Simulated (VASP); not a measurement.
A run of VASP 6.6.1:

The input INCAR:

```
PREC = Accurate
ENCUT = 520
EDIFF = 1E-6
ISMEAR = 0
SIGMA = 0.1
LREAL = False
LASPH = True
NELM = 100
ALGO = Normal
ISIF = 2
LWAVE = False
LCHARG = False
GGA = PE
NBANDS = 28
```

KPOINTS

```
regular mesh
0
Gamma
  4 4 4
```

Contents of POSCAR:

```
Sn2TeS
1.0
   -2.9158737300      2.9158737300      3.4068440000
    2.9158737300     -2.9158737300      3.4068440000
    2.9158737300      2.9158737300     -3.4068440000
Sn Te S
2 1 1
Direct
    0.4662001200      0.9662001200      0.5000000000
    0.9662001200      0.4662001200      0.5000000000
    0.7765109200      0.7765109200      0.0000000000
    0.3509750100      0.3509750100      0.0000000000
```

Potentials or basis: VASP PAW PBE potentials, release 64 (Sn_d, Te, S).

Run with:

```console
$ cat potpaw_PBE.64/Sn_d/POTCAR potpaw_PBE.64/Te/POTCAR potpaw_PBE.64/S/POTCAR > POTCAR
$ mpirun -np 1 vasp_std > vasp.out
```

Hardware: 1 thread of AMD EPYC 9R45 96-Core Processor (Zen 5), on a shared host.

Task: Estimate the wall time of this run.

Result: Run time: 21 s on 1 thread of AMD EPYC 9R45 96-Core Processor (Zen 5), with other jobs on the host, peak memory 0.22 GiB. Counts: scf iterations 14, k points 13.
